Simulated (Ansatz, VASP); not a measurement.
SnO2 in VASP and in Ansatz

Contents of POSCAR:

```
SnO2
1.0
    1.7464605212      1.0083194521      4.6085688806
   -1.7464605212      1.0083194521      4.6085688806
    0.0000000000     -2.0166389041      4.6085688806
Sn O
1 2
Direct
    0.5000000000      0.5000000000      0.5000000000
    0.2371700000      0.2371700000      0.2371700000
    0.7628300000      0.7628300000      0.7628300000
```

INCAR.step1

```
PREC = Accurate
ENCUT = 520
ISMEAR = 0
SIGMA = 0.05
LREAL = F
LASPH = T
NELM = 80
NBANDS = 20
GGA = PE
ALGO = Normal
EDIFF = 1E-4
LWAVE = T
LCHARG = F
```

Contents of INCAR.step2:

```
PREC = Accurate
ENCUT = 520
EDIFF = 1E-6
ISMEAR = 0
SIGMA = 0.05
LREAL = F
LASPH = T
NELM = 80
ALGO = Normal
ISIF = 2
LWAVE = F
LCHARG = F
METAGGA = R2SCAN
LMIXTAU = T
NBANDS = 20
ISTART = 1
```

The input KPOINTS:

```
regular mesh
0
Gamma
  12 12 12
```

Input for Ansatz:

```yaml
crystal:
  lattice:
    - [1.7464605212, 1.0083194521, 4.6085688806]
    - [-1.7464605212, 1.0083194521, 4.6085688806]
    - [0.0, -2.0166389041, 4.6085688806]
  atoms:
    - { symbol: Sn, position: [0.5, 0.5, 0.5] }
    - { symbol: O, position: [0.23717, 0.23717, 0.23717] }
    - { symbol: O, position: [0.76283, 0.76283, 0.76283] }
basis:
  ecutwfc: 500
kpoints:
  mp_grid: { grid: [12, 12, 12] }
hamiltonian:
  xc: r2scan
scf:
  occupations: { method: gaussian, width: 0.05 }
output:
  forces: true
  stress: true
  eigenvalues: true
```

Change from the starting cell: strain +0.080 along x and y, -0.040 along z, atoms carried along.

Alike in both runs: task single point; functional r2SCAN; k mesh 12 × 12 × 12; occupations gaussian, width 0.05 eV; no spin polarisation.

|  | VASP | Ansatz |
| --- | --- | --- |
| version | VASP 6.6.1 | Ansatz 0.2.0 |
| potentials or method | VASP PAW PBE potentials, release 64 (Sn_d, O), cutoff 520 eV | scalar-relativistic, plane waves, PAW |
| valence electrons in the cell | 26 | 26 |

VASP gave:

| Quantity | Value |
| --- | --- |
| gap on the k mesh at the Fermi level (eV) | 0.84 |
| least direct gap on the mesh (eV) | 0.87 |
| pressure (GPa) | -22.3 |
| traceless stress, the component that is largest in VASP (GPa) | 12.39 |
| rms of the force components (eV/Å) | 0.503 |

Task: Estimate Ansatz's values.

Result: gap on the k mesh at the Fermi level (eV): 0.85; least direct gap on the mesh (eV): 0.88; pressure (GPa): -22.9; traceless stress, the component that is largest in VASP (GPa): 12.80; rms of the force components (eV/Å): 0.526.

VASP's potentials were made for PBE, not for r2SCAN. Atom by atom the forces differ by 0.024 eV/Å (rms over components). The functional is the same, so the differences come from potentials, cutoffs and numerics.
